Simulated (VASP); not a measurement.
Sr2C:

```xyz
3
Lattice="0.0000 3.3601 3.3601 3.3601 0.0000 3.3601 3.3601 3.3601 0.0000" Properties=species:S:1:pos:R:3 pbc="T T T"
C     0.0000    0.0000    0.0000
Sr    1.6801    1.6801    1.6801
Sr    5.0402    5.0402    5.0402
```

Base run:

| Item | Value |
| --- | --- |
| Program | VASP 6.6.1 |
| Functional | PBE |
| Potentials or basis | VASP PAW PBE potentials, release 64 (C, Sr_sv) |
| Cutoff | 520 eV |
| k mesh | 6 × 6 × 6 |
| Occupations | fermi-dirac, width 0.02 eV |
| Spin | no spin polarisation |

Its results: band gap on the k mesh zero (bands 12 and 13 overlap by 0.10 eV); pressure 0.6 GPa.

Question: The run is repeated on the same cell with these changes: functional from PBE to r2SCAN. What comes out?

Answer: Band gap on the k mesh 0.06 eV; pressure 0.2 GPa.

Caveats: the PAW data sets were made with another functional, which shifts forces and pressure a little (at least some runs).

A k mesh can miss the band edges.
